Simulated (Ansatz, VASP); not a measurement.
## CdS: VASP beside Ansatz

```
CELL_PARAMETERS angstrom
0.00000 2.91650 2.91650
2.91650 0.00000 2.91650
2.91650 2.91650 0.00000
ATOMIC_POSITIONS crystal
Cd 0.00000 0.00000 0.00000
S 0.75000 0.75000 0.75000
```

Alike in both runs: task single point; functional PBE-based screened hybrid with a share of 0.3 of exact exchange and HFSCREEN = 0.2; k mesh 4 × 4 × 4; occupations fermi-dirac, width 0.05 eV; no spin polarisation.

```csv
,VASP,Ansatz
version,VASP 6.6.1,Ansatz 0.2.0
potentials or method,"VASP PAW PBE potentials, release 64 (Cd, S)",Ansatz PAW
plane-wave cutoff (eV),520,420
valence electrons in the cell,18,26
```

|  | VASP | Ansatz | Ansatz less VASP |
| --- | --- | --- | --- |
| gap on the k mesh at the Fermi level (eV) | 2.43 | 2.42 | -0.005 |
| least direct gap on the mesh (eV) | 2.43 | 2.42 | -0.005 |
| pressure (GPa) | 2.0 | 1.6 | -0.33 |

VASP's potentials were made for PBE, not for PBE-based screened hybrid. The functional is the same, so the differences come from potentials, cutoffs and numerics. VASP's potentials hold 18 valence electrons a cell and Ansatz's 26, so a difference there can come from the potentials and not from the codes.

The k mesh is coarse, so the values compare programs but aren't converged.
